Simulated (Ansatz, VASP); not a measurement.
**TiTe2 in VASP and in Ansatz**

The input INCAR:

```
  PREC = Accurate
  ENCUT = 520
  EDIFF = 1E-6
  ISMEAR = 0
  SIGMA = 0.1
  LREAL = F
  LASPH = T
  NELM = 80
  ALGO = Normal
  ISIF = 2
  LWAVE = F
  LCHARG = F
  GGA = PE
  NBANDS = 33
```

Contents of KPOINTS:

```
Automatic mesh
0
Gamma
  3 3 3
```

The input POSCAR:

```
TiTe2
1.0
    3.0777081500      1.7769156300      5.0854582900
   -3.0777081500      1.7769156300      5.0854582900
    0.0000000000     -3.5538312600      5.0854582900
Ti Te
2 4
Direct
    0.6494430800      0.6494430800      0.6494430800
    0.3505569200      0.3505569200      0.3505569200
    0.0000000000      0.0000000000      0.0000000000
    0.5000000000      0.0000000000      0.0000000000
    0.0000000000      0.0000000000      0.5000000000
    0.0000000000      0.5000000000      0.0000000000
```

Input for Ansatz:

```yaml
crystal:
  lattice:
    - [3.07770815, 1.77691563, 5.08545829]
    - [-3.07770815, 1.77691563, 5.08545829]
    - [0.0, -3.55383126, 5.08545829]
  atoms:
    - { symbol: Ti, position: [0.64944308, 0.64944308, 0.64944308] }
    - { symbol: Ti, position: [0.35055692, 0.35055692, 0.35055692] }
    - { symbol: Te, position: [0.0, 0.0, 0.0] }
    - { symbol: Te, position: [0.5, 0.0, 0.0] }
    - { symbol: Te, position: [0.0, 0.0, 0.5] }
    - { symbol: Te, position: [0.0, 0.5, 0.0] }
basis:
  ecutwfc: 420
kpoints:
  mp_grid: { grid: [3, 3, 3] }
hamiltonian:
  xc: pbe
scf:
  occupations: { method: gaussian, width: 0.1 }
  lower_state_search: "off"
output:
  forces: true
  stress: true
  eigenvalues: true
```

Alike in both runs: task single point; functional PBE; k mesh 3 × 3 × 3; occupations gaussian, width 0.1 eV; no spin polarisation.

|  | VASP | Ansatz |
| --- | --- | --- |
| version | VASP 6.6.1 | Ansatz 0.2.0 |
| potentials or method | VASP PAW PBE potentials, release 64 (Ti_sv, Te), cutoff 520 eV | scalar-relativistic, plane waves, PAW |
| valence electrons in the cell | 48 | 88 |

|  | VASP | Ansatz | Ansatz less VASP |
| --- | --- | --- | --- |
| gap on the k mesh at the Fermi level (eV) | none | none | - |
| pressure (GPa) | 0.2 | 0.2 | +0.01 |
| traceless stress, the component that is largest in VASP (GPa) | -0.93 | -0.92 | +0.013 |
| rms of the force components (eV/Å) | 0.190 | 0.191 | +0.0013 |

Atom by atom the forces differ by 0.001 eV/Å (rms over components). A gap of «none» marks a metal or a gap that the smearing closes. VASP's potentials hold 48 valence electrons a cell and Ansatz's 88, so a difference there can come from the potentials and not from the codes.

The k mesh is coarse, so the values compare programs but aren't converged. Spin-orbit coupling is off throughout.
